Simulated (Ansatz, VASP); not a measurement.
Two plane-wave programs on MgTlSe

```
Mg Tl Se
1.0
     3.68428    0.00000    0.00000
     0.00000    3.68428    0.00000
     0.00000    0.00000    5.98981
Mg Tl Se
1 1 1
Direct
  0.00000 0.00000 0.00000
  0.00000 0.00000 0.50000
  0.50000 0.50000 0.00000
```

Alike in both runs: task relaxation of cell and atoms; functional PBE; k mesh 6 × 6 × 4; occupations gaussian, width 0.1 eV; no spin polarisation.

```csv
,VASP,Ansatz
version,VASP 6.6.1,Ansatz 0.2.0
potentials or method,"VASP PAW PBE potentials, release 64 (Mg, Tl_d, Se), cutoff 600 eV","scalar-relativistic, plane waves, PAW"
valence electrons in the cell,21,39
```

VASP gave:

```
gap on the k mesh at the Fermi level, each at its own relaxed structure (eV) : none
relaxed volume (Å³/atom)                                                     : 29.20
relaxed cell length with the largest relative difference (Å)                 : 6.335
```

**Question.** Estimate Ansatz's values.

**Answer.** gap on the k mesh at the Fermi level, each at its own relaxed structure (eV): none; relaxed volume (Å³/atom): 29.40; relaxed cell length with the largest relative difference (Å): 6.364.

A gap of «none» marks a metal or a gap that the smearing closes. VASP's potentials hold 21 valence electrons a cell and Ansatz's 39, so a difference there can come from the potentials and not from the codes.

Neither program's run includes spin-orbit coupling.
